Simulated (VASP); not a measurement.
Here is a VASP 6.6.1 calculation.

The input POSCAR:

```
CuO
1.0
   -2.3418500000      1.7113000000      0.0000000000
    0.8500300000      0.0000000000     -5.0578700000
   -2.3418500000     -5.1339000000      0.0000000000
Cu O
4 4
Direct
    0.2479969100      0.0006014900      0.2432966400
    0.7479969100      0.0006014900      0.7432966400
    0.9979969100      0.5006014900      0.4932966400
    0.4979969100      0.5006014900      0.9932966400
    0.7071969100      0.7506014900      0.2840966400
    0.2071969100      0.7506014900      0.7840966400
    0.7887969100      0.2506014900      0.2024966400
    0.3048216600      0.2457895500      0.7561235500
```

The input INCAR.step1:

```
SYSTEM = CuO
PREC = Accurate ; ENCUT = 520
ISMEAR = -1 ; SIGMA = 0.05
LREAL = .False. ; LASPH = .True.
NELM = 150 ; LMAXMIX = 4
LDAU = .True. ; LDAUTYPE = 2
LDAUL = 2 -1 ; LDAUU = 4.5 0
LDAUJ = 0 0 ; NBANDS = 44
GGA = PE ; ALGO = Normal
EDIFF = 1E-4 ; LWAVE = .True.
LCHARG = .False.
```

Contents of INCAR.step2:

```
SYSTEM = CuO
PREC = Accurate ; ENCUT = 520
EDIFF = 1E-7 ; ISMEAR = -1
SIGMA = 0.05 ; LREAL = .False.
LASPH = .True. ; NELM = 150
ALGO = Normal ; ISIF = 2
LWAVE = .False. ; LCHARG = .False.
LMAXMIX = 4 ; LDAU = .True.
LDAUTYPE = 2 ; LDAUL = 2 -1
LDAUU = 4.5 0 ; LDAUJ = 0 0
LDAUPRINT = 1 ; METAGGA = R2SCAN
LMIXTAU = .True. ; NBANDS = 44
ISTART = 1
```

File KPOINTS:

```
regular mesh
0
Gamma
  9 5 5
  0 0 0
```

Potentials or basis: VASP PAW PBE potentials, release 64 (Cu, O).

Run with:

```console
$ cat potpaw_PBE.64/Cu/POTCAR potpaw_PBE.64/O/POTCAR > POTCAR
$ cp INCAR.step1 INCAR
$ mpirun -np 1 vasp_std > vasp.out
$ cp INCAR.step2 INCAR
$ mpirun -np 1 vasp_std > vasp.out
```

**Question.** What does it give for the pressure?

**Answer.** -0.6 GPa.

**Question.** Predict the band gap on the k mesh.

**Answer.** Zero (bands 34 and 35 overlap by 0.63 eV).

**Question.** Estimate the largest force.

**Answer.** 2.520 eV/Å.

Forces in eV/Å, atoms in the order of the input:
```
Cu   0.010  0.137  0.002
Cu  -0.231 -0.559  0.381
Cu  -0.324 -0.178  0.290
Cu  -0.997 -1.237 -1.386
O    0.174  0.264 -0.188
O    0.116  0.368  0.227
O   -0.359 -0.612  0.007
O    1.613  1.818  0.666
```

Caveat: the PAW data sets were made with another functional, which shifts forces and pressure a little; U without spin polarisation on a metal has little footing.
